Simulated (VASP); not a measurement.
# Ag (P6_3/mmc) in VASP: notebook, part 2 of 2

VASP 6.6.1. The steps go on from the part before.

## Step 3: Single point, PBEsol

The input, INCAR:

```
ALGO = Normal ; EDIFF = 1E-6
ENCUT = 520 ; GGA = PS
ISIF = 2 ; ISMEAR = 0
LASPH = T ; LCHARG = T
LELF = T ; LREAL = F
LVHAR = T ; LWAVE = F
NBANDS = 18 ; NELM = 60
PREC = Accurate ; SIGMA = 0.1
```

The input, KPOINTS:

```
k-points
0
Gamma
  18 18 10
```

The input, POSCAR:

```
Ag
1.0
    2.8670626691      0.0000000000      0.0000000000
   -1.4335313346      2.4829491057      0.0000000000
    0.0000000000      0.0000000000      4.6907149313
Ag
2
Direct
    0.3333333333      0.6666666667      0.2500000000
    0.6666666667      0.3333333333      0.7500000000
```

Potentials or basis: VASP PAW PBE potentials, release 64 (Ag).

Command:

```
$ cat potpaw_PBE.64/Ag/POTCAR > POTCAR
$ mpirun -np 1 vasp_std > vasp.out
```

OUTCAR:

```text
EDIFF = 1E-6
   ENCUT = 520
   GGA = PS
   ISIF = 2
   ISMEAR = 0
   LASPH = T
   LREAL = F
   NELM = 60
   PREC = Accurate

 ion  position               nearest neighbor table
   1  0.333  0.667  0.250-   2 2.87   2 2.87   2 2.87   2 2.87   2 2.87   2 2.87
   2  0.667  0.333  0.750-   1 2.87   1 2.87   1 2.87   1 2.87   1 2.87   1 2.87

  LATTYP: Found a hexagonal cell.
 ALAT       =     2.8670626691
 C/A-ratio  =     1.6360698989

  Lattice vectors:

 A1 = (   2.8670626691,   0.0000000000,   0.0000000000)
 A2 = (  -1.4335313346,   2.4829491057,   0.0000000000)
 A3 = (   0.0000000000,   0.0000000000,   4.6907149313)

Analysis of symmetry for initial positions (statically):
=====================================================================
 Subroutine PRICEL returns:
 Original cell was already a primitive cell.

 Routine SETGRP: Setting up the symmetry group for a
 hexagonal supercell.

 Subroutine GETGRP returns: Found 24 space group operations
 (whereof 12 operations were pure point group operations)
 out of a pool of 24 trial point group operations.

[... 161 lines left out ...]
  free energy    TOTEN  =        -6.60541787 eV

  energy without entropy =       -6.60084255  energy(sigma->0) =       -6.60313021

 E-fermi :   8.4806     XC(G=0): -12.5367

 val. band max:        8.4758144309   @ k =   0.3889   0.1111   0.3000
 cond. band min:       8.4909470141   @ k =   0.3889   0.0556   0.5000
 fundamental gap:      0.0151325832
 Fermi energy:         8.4805732401

 k-point     1 :       0.0000    0.0000    0.0000
  band No.  band energies     occupation
      1       0.5392      2.00000
      2       1.9969      2.00000
      3       3.6657      2.00000
      4       3.7729      2.00000
      5       3.7729      2.00000
      6       4.0223      2.00000
[... 481 lines left out ...]
      5       4.0017      2.00000
      6       4.2081      2.00000
[... 10 lines left out ...]
     17      19.7038      0.00000
     18      23.7267      0.00000

 [... further k-points ...]

------------------------ aborting loop because EDIFF is reached ----------------------------------------

  FORCE on cell =-STRESS in cart. coord.  units (eV):
  Direction    XX          YY          ZZ          XY          YZ          ZX
  --------------------------------------------------------------------------------------
  -------------------------------------------------------------------------------------
  Total       -0.0451073     -0.0451073     -0.0421650      0.0000000      0.0000000      0.0000000
  in kB       -2.1642780     -2.1642780     -2.0231070      0.0000000      0.0000000      0.0000000
  external PRESSURE =      -2.1172210 kB  Pullay stress =       0.0000000 kB

 VOLUME and BASIS-vectors are now :
 -----------------------------------------------------------------------------
  energy-cutoff  :      520.00
  volume of cell :       33.39
      direct lattice vectors                 reciprocal lattice vectors
     2.867062669  0.000000000  0.000000000     0.348789027  0.201373439  0.000000000
    -1.433531335  2.482949106  0.000000000     0.000000000  0.402746878  0.000000000
     0.000000000  0.000000000  4.690714931     0.000000000  0.000000000  0.213187119

 POSITION                                       TOTAL-FORCE (eV/Angst)
 -----------------------------------------------------------------------------------
     -0.00000      1.65530      1.17268        -0.000000      0.000000      0.000000
      1.43353      0.82765      3.51804         0.000000      0.000000      0.000000
 -----------------------------------------------------------------------------------
    total drift:                               -0.000000      0.000000     -0.000000

  FREE ENERGIE OF THE ION-ELECTRON SYSTEM (eV)
  ---------------------------------------------------
  free  energy   TOTEN  =        -6.6054178677 eV

  energy  without entropy=       -6.6008425518  energy(sigma->0) =       -6.60313021
```

stdout:

```text
POSCAR found type information on POSCAR Ag
 POSCAR found :  1 types and       2 ions
 scaLAPACK will be used
 -----------------------------------------------------------------------------
|                                                                             |
|                                                                             |
|     You enforced a specific xc type in the INCAR file but a different       |
|     I HOPE YOU KNOW WHAT YOU ARE DOING!                                     |
|                                                                             |
 -----------------------------------------------------------------------------

 LDA part: xc-table for (Slater+PW92), standard interpolation
 POSCAR, INCAR and KPOINTS ok, starting setup
 FFT: planning ... GRIDC
 FFT: planning ... GRID_SOFT
 FFT: planning ... GRID
 WAVECAR not read
 entering main loop
```

Run time: 47 s. Hardware: 1 thread of AMD EPYC 9R45 (Zen 5), shared host; peak memory 0.21 GiB.

Results:

```yaml
Free_energy: -6.6054 eV
Pressure: -0.2 GPa
Band_gap_on_the_k_mesh: zero (band 11 reaches 12.65 eV, above the bottom of band 12 at 5.12 eV)
```

Caveat: the PAW data sets were made with another functional, which shifts forces and pressure a little.

## Step 4: Single point, PBEsol

The input, INCAR:

```
SYSTEM = Ag
ALGO     = Fast           ! electronic algorithm
EDIFF    = 1E-6           ! SCF threshold, eV
ENCUT    = 520            ! plane-wave cutoff, eV
GGA      = PS             ! functional
ISIF     = 2              ! what is computed and relaxed
ISMEAR   = 0              ! smearing method
LASPH    = .TRUE.         ! aspherical terms in the spheres
LCHARG   = .FALSE.        ! write CHGCAR
LREAL    = .FALSE.        ! projectors in reciprocal space
LWAVE    = .FALSE.        ! write WAVECAR
NBANDS   = 18             ! bands
NELM     = 80             ! most SCF steps
PREC     = Accurate       ! precision mode
SIGMA    = 0.15           ! smearing width, eV
```

The input, KPOINTS:

```
k-points
0
G
  24 24 14
  0 0 0
```

The input, POSCAR:

```
Ag
1.0
    2.8670626684      0.0000000000      0.0000000000
   -1.4335313342      2.4829491051      0.0000000000
    0.0000000000      0.0000000000      4.6907149289
Ag
2
Direct
    0.3333333333      0.6666666667      0.2500000000
    0.6666666667      0.3333333333      0.7500000000
```

Command:

```
$ cat potpaw_PBE.64/Ag/POTCAR > POTCAR
$ mpirun -np 1 vasp_std > vasp.out
```

It took 8.1 min on 1 thread of AMD EPYC 7R13, shared host; peak memory 0.31 GiB.

The run converged. Its results:

| Property | Result |
| --- | --- |
| Free energy | -6.6108 eV |
| Pressure | -0.4 GPa |
| Band gap on the k mesh | zero (band 11 reaches 12.64 eV, above the bottom of band 12 at 5.12 eV) |

Stress tensor (GPa, compression positive):
```
-0.51  0.00  0.00
 0.00 -0.51  0.00
 0.00  0.00 -0.08
```

Levels at points of the mesh, in eV from the Fermi level:
| k point | band 7 | band 8 | band 9 | band 10 | band 11 | band 12 | band 13 | band 14 | band 15 | band 16 |
| --- | --- | --- | --- | --- | --- | --- | --- | --- | --- | --- |
| (0.00, 0.00, 0.00) | -4.52 | -4.14 | -4.14 | -3.09 | -3.09 | -0.54 | 3.66 | 15.67 | 17.58 | 17.94 |
| (0.50, 0.00, 0.00) | -3.87 | -2.95 | -2.89 | -2.80 | 0.07 | 1.58 | 6.92 | 7.18 | 9.53 | 10.52 |
| (0.00, 0.00, 0.50) | -4.65 | -4.65 | -3.42 | -3.42 | -3.42 | -3.42 | 11.22 | 11.22 | 16.05 | 16.05 |
| (0.50, 0.00, 0.50) | -3.15 | -3.15 | -2.86 | -2.86 | 0.67 | 0.67 | 4.68 | 4.68 | 13.74 | 13.74 |

Caveat: the PAW data sets were made with another functional, which shifts forces and pressure a little.

## Step 5: Overview

```tsv
k mesh	smearing	gap on the mesh (eV)	pressure (GPa)
12 × 12 × 8	gaussian 0.15 eV	none	-0.1
18 × 18 × 10	gaussian 0.1 eV	none	-0.2
24 × 24 × 14	gaussian 0.15 eV	none	-0.4
```

Alike in all rows: task single point; level PBEsol; potentials or basis VASP PAW PBE potentials, release 64 (Ag); no spin polarisation; cell a = 2.867, b = 2.867, c = 4.691 Å, angles 90.0, 90.0, 120.0°, 2 atoms; cutoff (eV) 520.

Every run on the cell as given and a fine mesh finds a metal.

Caveats: the PAW data sets were made with another functional, which shifts forces and pressure a little.

Absolute energies hang on the potentials; compare differences alone.
